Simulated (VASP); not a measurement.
Crystal: Sc.

```
Sc
1.0
     3.29122    0.00000    0.00000
    -1.64561    2.85028    0.00000
     0.00000    0.00000    5.33257
Sc
2
Direct
  0.33333 0.66667 0.25000
  0.66667 0.33333 0.75000
```

| Item | Value |
| --- | --- |
| Program | VASP 6.6.1 |
| Task | relaxation of cell and atoms |
| Functional | PBEsol |
| Potentials or basis | VASP PAW PBE potentials, release 64 (Sc_sv) |
| Cutoff | 500 eV |
| k mesh | 21 × 21 × 10 |
| Occupations | gaussian, width 0.1 eV |
| Spin | no spin polarisation |

At the start: pressure -2.8 GPa; volume 25.01 Å³/atom.

Q: How do energy, volume and symmetry change on relaxing?

A: Over 5 steps the energy falls by 19.4 meV/atom and the volume is 23.63 Å³/atom (-5.5 %); space group P6_3/mmc (No. 194, to 0.1 Å) before and after.

Step by step:
```tsv
step	energy change (eV)	largest force (eV/Å)	pressure (GPa)	volume (Å³)
1	0.0000	0.0000	-2.83	50.02
2	-0.0345	0.0000	0.56	46.88
3	-0.0346	0.0000	0.41	47.00
4	-0.0383	0.0000	0.17	47.17
5	-0.0389	0.0000	0.04	47.26
```

Final structure:
```
Sc
1.0
     3.27700    0.00000    0.00000
    -1.63850    2.83797    0.00000
     0.00000    0.00000    5.08135
Sc
2
Direct
  0.33333 0.66667 0.25000
  0.66667 0.33333 0.75000
```

Caveat: the PAW data sets were made with another functional, which shifts forces and pressure a little.
